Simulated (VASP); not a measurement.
A run of VASP 6.6.1:

File INCAR:

```
ALGO = Normal
EDIFF = 1E-7
ENCUT = 520
GGA = PE
ISIF = 2
ISMEAR = 0
LASPH = T
LCHARG = F
LREAL = F
LWAVE = F
NBANDS = 33
NELM = 60
PREC = Accurate
SIGMA = 0.1
```

KPOINTS

```
k-points
0
Gamma
  4 4 4
```

The input POSCAR:

```
HfSnSe4
1.0
    4.5779605400      0.0000000000      0.0000000000
    0.0000000000      4.5779605400      0.0000000000
    0.0000000000      0.0000000000      6.5703950900
Hf Sn Se
1 1 4
Direct
    0.0000000000      0.0000000000      0.0000000000
    0.5000000000      0.5000000000      0.5000000000
    0.5000000000      0.0000000000      0.7338745000
    0.0000000000      0.5000000000      0.2661255000
    0.5000000000      0.0000000000      0.2661255000
    0.0000000000      0.5000000000      0.7338745000
```

Potentials or basis: VASP PAW PBE potentials, release 64 (Hf_pv, Sn_d, Se).

Launch:

```bash
$ cat potpaw_PBE.64/Hf_pv/POTCAR potpaw_PBE.64/Sn_d/POTCAR potpaw_PBE.64/Se/POTCAR > POTCAR
$ mpirun -np 1 vasp_std > vasp.out
```

Hardware: 1 thread of AMD EPYC 9R45 96-Core Processor (Zen 5), on a shared host.

**Question.** Estimate the wall time of this run.

**Answer.** It took 50 s on 1 thread of AMD EPYC 9R45 96-Core Processor (Zen 5) (shared host), peak memory 0.25 GiB. Counts: scf iterations 16, k points 18.
